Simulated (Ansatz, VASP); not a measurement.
**Two plane-wave programs on Al3O2**

```
CELL_PARAMETERS angstrom
2.95016 1.70327 2.40172
-2.95016 1.70327 2.40172
0.00000 -3.40655 2.40172
ATOMIC_POSITIONS crystal
Al 0.00000 0.00000 0.50000
Al 0.50000 0.00000 0.00000
Al 0.00000 0.50000 0.00000
O 0.72530 0.72530 0.72530
O 0.27470 0.27470 0.27470
```

Alike in both runs: task relaxation of cell and atoms; functional PBE; k mesh 12 × 12 × 12; occupations gaussian, width 0.1 eV; no spin polarisation.

|  | VASP | Ansatz |
| --- | --- | --- |
| version | VASP 6.6.1 | Ansatz 0.2.0 |
| potentials or method | VASP PAW PBE potentials, release 64 (Al, O), cutoff 600 eV | scalar-relativistic, plane waves, PAW |
| valence electrons in the cell | 21 | 21 |

VASP gave:

| Quantity | Value |
| --- | --- |
| gap on the k mesh at the Fermi level, each at its own relaxed structure (eV) | none |
| relaxed volume (Å³/atom) | 14.49 |
| relaxed length of the cell vector where the two differ most in proportion (Å) | 4.169 |

Question: What did Ansatz give for the same quantities?

Answer: gap on the k mesh at the Fermi level, each at its own relaxed structure (eV): none; relaxed volume (Å³/atom): 14.55; relaxed length of the cell vector where the two differ most in proportion (Å): 4.175.

A gap of «none» marks a metal or a gap that the smearing closes.
